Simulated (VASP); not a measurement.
# CaF (Cmmm) in VASP: a series of runs

CaF is run at these levels: PBE; tasks: single point.

All numbers are computed with VASP 6.6.1; they aren't measurements. Logs are shortened: lines on timing, memory, paths and dates and some standing lists are left out, and cuts for length are marked.

## Step 1: The cell of the first run

It takes space group Cmmm (No. 65, orthorhombic). The conventional cell has a = 3.806 Å, b = 5.229 Å, c = 3.874 Å, α = 90.00°, β = 90.00°, γ = 90.00°. Within 3.6 Å of Ca (site symmetry mmm) lie 8 F at 2.72 to 3.25 Å and 4 Ca at 3.23 Å. Within 3.6 Å of F (site symmetry mmm) lie 8 Ca at 2.72 to 3.25 Å and 4 F at 3.23 Å.

## Step 2: Single point, PBE, collinear spin, ferromagnetic start

Contents of INCAR:

```
ALGO = Normal ; EDIFF = 1E-6
ENCUT = 600 ; GGA = PE
GGA_COMPAT = False ; ISIF = 2
ISMEAR = 0 ; ISPIN = 2
LASPH = True ; LCHARG = False
LORBIT = 11 ; LREAL = False
LWAVE = False ; MAGMOM = 0 1
NBANDS = 20 ; NELM = 200
PREC = Accurate ; SIGMA = 0.1
```

Contents of KPOINTS:

```
k-points
0
Gamma
  6 6 4
```

Contents of POSCAR:

```
CaF
1.0
    1.9029334300     -2.6143345200      0.0000000000
    1.9029334300      2.6143345200      0.0000000000
    0.0000000000      0.0000000000      3.8744381100
Ca F
1 1
Direct
    0.0000000000      0.0000000000      0.5000000000
    0.5000000000      0.5000000000      0.0000000000
```

Potentials or basis: VASP PAW PBE potentials, release 64 (Ca_sv, F).

On the command line:

```sh
> cat potpaw_PBE.64/Ca_sv/POTCAR potpaw_PBE.64/F/POTCAR > POTCAR
> mpirun -np 1 vasp_std > vasp.out
```

OUTCAR:

```text
EDIFF = 1E-6
   ENCUT = 600
   GGA = PE
   ISIF = 2
   ISMEAR = 0
   ISPIN = 2
   LASPH = True
   LORBIT = 11
   LREAL = False
   NELM = 200
   PREC = Accurate

 ion  position               nearest neighbor table
   1  0.000  0.000  0.500-
   2  0.500  0.500  0.000-

  LATTYP: Found a base centered orthorhombic cell.
 ALAT       =     3.8058668600
 B/A-ratio  =     1.3738444439
 C/A-ratio  =     1.0180172488

  Lattice vectors:

 A1 = (   1.9029334300,  -2.6143345200,   0.0000000000)
 A2 = (   1.9029334300,   2.6143345200,   0.0000000000)
 A3 = (   0.0000000000,   0.0000000000,   3.8744381100)

Analysis of symmetry for initial positions (statically):
=====================================================================
 Subroutine PRICEL returns:
 Original cell was already a primitive cell.

 Routine SETGRP: Setting up the symmetry group for a
 base centered orthorhombic supercell.

 Subroutine GETGRP returns: Found  8 space group operations
 (whereof  8 operations were pure point group operations)
 out of a pool of  8 trial point group operations.

The static configuration has the point symmetry D_2h.

Analysis of symmetry for dynamics (positions and initial velocities):
=====================================================================
 Subroutine PRICEL returns:
 Original cell was already a primitive cell.

 Routine SETGRP: Setting up the symmetry group for a
 base centered orthorhombic supercell.

 Subroutine GETGRP returns: Found  8 space group operations
 (whereof  8 operations were pure point group operations)
 out of a pool of  8 trial point group operations.

The dynamic configuration has the point symmetry D_2h.

Analysis of structural, dynamic, and magnetic symmetry:
=====================================================================
 Subroutine PRICEL returns:
 Original cell was already a primitive cell.

 Routine SETGRP: Setting up the symmetry group for a
 base centered orthorhombic supercell.

 Subroutine GETGRP returns: Found  8 space group operations
 (whereof  8 operations were pure point group operations)
 out of a pool of  8 trial point group operations.

The overall configuration has the point symmetry D_2h.

 Subroutine INISYM returns: Found  8 space group operations
 (whereof  8 operations are pure point group operations),
 and found     1 'primitive' translations

----------------------------------------------------------------------------------------

                                     Primitive cell

  volume of cell :      38.5499

  direct lattice vectors                    reciprocal lattice vectors
     1.902933430 -2.614334520  0.000000000     0.262752229 -0.191253260  0.000000000
     1.902933430  2.614334520  0.000000000     0.262752229  0.191253260  0.000000000
     0.000000000  0.000000000  3.874438110     0.000000000  0.000000000  0.258101942

  length of vectors
     3.233558508  3.233558508  3.874438110     0.324986989  0.324986989  0.258101942

  position of ions in fractional coordinates (direct lattice)
     0.000000000  0.000000000  0.500000000
     0.500000000  0.500000000  0.000000000

  ion indices of the primitive-cell ions
   primitive index   ion index
                 1           1
                 2           2

----------------------------------------------------------------------------------------

 KPOINTS: k-points

Automatic generation of k-mesh.
 Grid dimensions read from file:
 generate k-points for:    6    6    4

 Generating k-lattice:

  Cartesian coordinates                     Fractional coordinates (reciprocal lattice)
     0.043792038 -0.031875543  0.000000000     0.166666667  0.000000000  0.000000000
     0.043792038  0.031875543  0.000000000     0.000000000  0.166666667  0.000000000
     0.000000000  0.000000000  0.064525485     0.000000000  0.000000000  0.250000000

  Length of vectors
     0.054164498  0.054164498  0.064525485

  Shift w.r.t. Gamma in fractional coordinates (k-lattice)
     0.000000000  0.000000000  0.000000000

 Subroutine IBZKPT returns following result:
 ===========================================

 Found     39 irreducible k-points:

 Following reciprocal coordinates:
            Coordinates               Weight
  0.000000  0.000000  0.000000      1.000000
  0.166667  0.000000  0.000000      4.000000
  0.333333 -0.000000  0.000000      4.000000
  0.500000  0.000000  0.000000      2.000000
  0.166667  0.166667  0.000000      2.000000
  0.333333  0.166667  0.000000      4.000000
[... 16 lines left out ...]
  0.333333  0.333333  0.250000      4.000000
  0.500000  0.333333  0.250000      8.000000
 [... further k-points ...]
   k-points           NKPTS =     39   k-points in BZ     NKDIM =     39   number of bands    NBANDS=     20
   number of dos      NEDOS =    301   number of ions     NIONS =      2
   total plane-waves  NPLWV =  25088
   dimension x,y,z NGX =    28 NGY =   28 NGZ =   32
   dimension x,y,z NGXF=    56 NGYF=   56 NGZF=   64
   ions per type =               1   1
   NGX,Y,Z   is equivalent  to a cutoff of  14.40, 14.40, 13.73 a.u.
   NGXF,Y,Z  is equivalent  to a cutoff of  28.79, 28.79, 27.46 a.u.
 SYSTEM =  unknown system
   PREC   = accura    normal or accurate (medium, high low for compatibility)
   ISTART =      0    job   : 0-new  1-cont  2-samecut
   ICHARG =      2    charge: 1-file 2-atom 10-const
   ISPIN  =      2    spin polarized calculation?
   LNONCOLLINEAR =      F non collinear calculations
   LSORBIT =      F    spin-orbit coupling
   LASPH  =      T    aspherical Exc in radial PAW
   ENCUT  =  600.0 eV  44.10 Ry    6.64 a.u.   6.46  6.46  7.74*2*pi/ulx,y,z
   NELM   =    200;   NELMIN=  2; NELMDL= -5     # of ELM steps
   EDIFF  = 0.1E-05   stopping-criterion for ELM
   LREAL  =      F    real-space projection
   EDIFFG = 0.1E-04   stopping-criterion for IOM
   NSW    =      0    number of steps for IOM
   IBRION =     -1    ionic relax: 0-MD 1-quasi-New 2-CG
   NFREE  =      0    steps in history (QN), initial steepest desc. (CG)
   ISIF   =      2    stress and relaxation
   ISYM   =      2    0-nonsym 1-usesym 2-fastsym
   POTIM  = 0.5000    time-step for ionic-motion
   TEBEG  =    0.0;   TEEND  =   0.0 temperature during run
   PSTRESS=    0.0 pullay stress
   NELECT =      17.0000    total number of electrons
   NUPDOWN=      -1.0000    fix difference up-down
   EMIN   =  10.00;   EMAX   =-10.00  energy-range for DOS
   EFERMI =   0.00;   METHOD = LEGACY
   ISMEAR =     0;   SIGMA  =   0.10  broadening in eV -4-tet -1-fermi 0-gaus
   EFERMI_NEDOS =   21; number of points for ismear=-14 and -15
   IALGO  =     38    algorithm
   IMIX   =      4    mixing-type and parameters
     AMIX     =   0.40;   BMIX     =  1.00
     AMIX_MAG =   1.60;   BMIX_MAG =  1.00
  volume/ion in A,a.u.               =      19.27       130.07
  Fermi-wavevector in a.u.,A,eV,Ry     =   1.246092  2.354772 21.126369  1.552744
  Thomas-Fermi vector in A             =   2.380285
   LORBIT       =     11    0 simple, 1 ext, 2 COOP (PROOUT), +10 PAW based schemes
   GGA     = PE    functional components
   LHFCALC =     F    Hartree Fock is set to
   AEXX    =    0.0000 exact exchange contribution
   IVDW    =     0    specifies the selected vdW correction
   LEPSILON=     F    determine dielectric tensor
   LRPA    =     F    only Hartree local field effects (RPA)
 spin polarized calculation
 Gauss-broadening in eV      SIGMA  =   0.10
  energy-cutoff  :      600.00
  volume of cell :       38.55
 maximum number of plane-waves:      1316
 NGX is ok and might be reduce to    28
   NGX = 13   NGY = 13   NGZ = 15

 number of electron      17.0000000 magnetization       0.0181229

 number of electron      17.0000000 magnetization      -0.0042064

 Free energy of the ion-electron system (eV)
  ---------------------------------------------------
  ext. energy  EPLUGINS =         0.00000000
  ---------------------------------------------------
  free energy    TOTEN  =        -7.83700121 eV

  energy without entropy =       -7.83014799  energy(sigma->0) =       -7.83357460

 E-fermi :   4.3598     XC(G=0):  -9.0087

 val. band max:        4.3448830646   @ k =   0.3333   0.1667   0.0000
 cond. band min:       4.3600525431   @ k =  -0.3333   0.1667   0.2500
 fundamental gap:      0.0151694785
 Fermi energy:         4.3597506203

 spin component 1

 k-point     1 :       0.0000    0.0000    0.0000
  band No.  band energies     occupation
      1     -38.2393      1.00000
      2     -20.5534      1.00000
      3     -19.2254      1.00000
      4     -19.0318      1.00000
      5     -18.9853      1.00000
      6      -2.1978      1.00000
[... 12 lines left out ...]
     19      20.3068      0.00000
     20      20.7076      0.00000
[... 507 lines left out ...]
 k-point    24 :       0.5000    0.3333    0.2500
  band No.  band energies     occupation
      1     -38.1490      1.00000
      2     -20.4821      1.00000
      3     -19.4648      1.00000
      4     -19.2346      1.00000
      5     -19.1063      1.00000
      6      -2.5795      1.00000
[... 12 lines left out ...]
     19      18.6030      0.00000
     20      19.5830      0.00000

 [... further k-points ...]

 spin component 2

 k-point     1 :       0.0000    0.0000    0.0000
  band No.  band energies     occupation
      1     -38.2406      1.00000
      2     -20.5538      1.00000
      3     -19.2264      1.00000
      4     -19.0333      1.00000
      5     -18.9868      1.00000
      6      -2.1982      1.00000
[... 12 lines left out ...]
     19      20.3047      0.00000
     20      20.7045      0.00000
[... 507 lines left out ...]
 k-point    24 :       0.5000    0.3333    0.2500
  band No.  band energies     occupation
      1     -38.1503      1.00000
      2     -20.4825      1.00000
      3     -19.4665      1.00000
      4     -19.2361      1.00000
      5     -19.1073      1.00000
      6      -2.5800      1.00000
[... 12 lines left out ...]
     19      18.6002      0.00000
     20      19.5804      0.00000

 [... further k-points ...]

------------------------ aborting loop because EDIFF is reached ----------------------------------------

  FORCE on cell =-STRESS in cart. coord.  units (eV):
  Direction    XX          YY          ZZ          XY          YZ          ZX
  --------------------------------------------------------------------------------------
  -------------------------------------------------------------------------------------
  Total       -1.3865010      2.6969693     -1.2764837      0.0000000      0.0000000      0.0000000
  in kB      -57.6245165    112.0890278    -53.0520750      0.0000000      0.0000000      0.0000000
  external PRESSURE =       0.4708121 kB  Pullay stress =       0.0000000 kB

 VOLUME and BASIS-vectors are now :
 -----------------------------------------------------------------------------
  energy-cutoff  :      600.00
  volume of cell :       38.55
      direct lattice vectors                 reciprocal lattice vectors
     1.902933430 -2.614334520  0.000000000     0.262752229 -0.191253260  0.000000000
     1.902933430  2.614334520  0.000000000     0.262752229  0.191253260  0.000000000
     0.000000000  0.000000000  3.874438110     0.000000000  0.000000000  0.258101942

 POSITION                                       TOTAL-FORCE (eV/Angst)
 -----------------------------------------------------------------------------------
      0.00000      0.00000      1.93722        -0.000000     -0.000000      0.000000
      1.90293      0.00000      0.00000         0.000000      0.000000      0.000000
 -----------------------------------------------------------------------------------
    total drift:                                0.000000      0.000000      0.000000

  FREE ENERGIE OF THE ION-ELECTRON SYSTEM (eV)
  ---------------------------------------------------
  free  energy   TOTEN  =        -7.8370012052 eV

  energy  without entropy=       -7.8301479902  energy(sigma->0) =       -7.83357460

 total charge

# of ion       s       p       d       tot
------------------------------------------
    1        2.089   5.812   0.268   8.169
    2        1.739   4.296   0.000   6.035
--------------------------------------------------
tot          3.828  10.108   0.268  14.204

 magnetization (x)

# of ion       s       p       d       tot
------------------------------------------
    1       -0.000  -0.000  -0.001  -0.001
    2       -0.000  -0.000   0.000  -0.000
--------------------------------------------------
tot         -0.000  -0.000  -0.001  -0.002
```

It took 29 s on 1 thread of Intel Xeon 6975P-C (Granite Rapids), shared host; peak memory 0.21 GiB.

What came out:

```
Free energy                                           : -7.8370 eV
Pressure                                              : 0.0 GPa
Net moment                                            : 0.00 μB per cell
Valence electrons inside the program's atomic spheres : Ca 8.17; F 6.04
```

Levels at points of the mesh, in eV from the Fermi level:
Spin up:
```
           k point  band 5  band 6  band 7  band 8  band 9  band 10  band 11  band 12  band 13  band 14
(0.00, 0.00, 0.00)  -23.35   -6.56   -6.17   -5.78   -2.72     0.46     0.68     3.38     3.57     3.93
(0.50, 0.00, 0.00)  -23.30   -7.36   -6.69   -6.06   -0.10     1.79     2.23     2.48     4.00     4.05
(0.50, 0.50, 0.00)  -23.49   -6.93   -6.59   -6.33   -0.33     1.49     1.61     2.62     3.44     4.88
(0.00, 0.00, 0.50)  -23.34   -7.45   -6.34   -5.75   -0.77     0.87     1.84     3.50     3.51     4.01
(0.50, 0.00, 0.50)  -23.37   -6.97   -6.74   -5.94   -0.50     0.84     3.43     3.67     3.78     4.02
(0.50, 0.50, 0.50)  -23.42   -7.04   -6.95   -6.83    0.88     1.46     3.20     3.22     4.19     4.91
```
Spin down:
| k point | band 6 | band 7 | band 8 | band 9 | band 10 | band 11 | band 12 | band 13 |
| --- | --- | --- | --- | --- | --- | --- | --- | --- |
| (0.00, 0.00, 0.00) | -6.56 | -6.17 | -5.78 | -2.73 | 0.46 | 0.67 | 3.37 | 3.57 |
| (0.50, 0.00, 0.00) | -7.36 | -6.69 | -6.06 | -0.10 | 1.78 | 2.23 | 2.48 | 4.00 |
| (0.50, 0.50, 0.00) | -6.93 | -6.59 | -6.33 | -0.33 | 1.49 | 1.61 | 2.62 | 3.43 |
| (0.00, 0.00, 0.50) | -7.45 | -6.34 | -5.75 | -0.78 | 0.87 | 1.84 | 3.50 | 3.51 |
| (0.50, 0.00, 0.50) | -6.97 | -6.74 | -5.94 | -0.51 | 0.83 | 3.43 | 3.67 | 3.77 |
| (0.50, 0.50, 0.50) | -7.04 | -6.95 | -6.83 | 0.87 | 1.46 | 3.20 | 3.21 | 4.19 |

Caveat: the k points lie up to 0.41 Å⁻¹ apart.

(Part 1 of 2 ends here.)
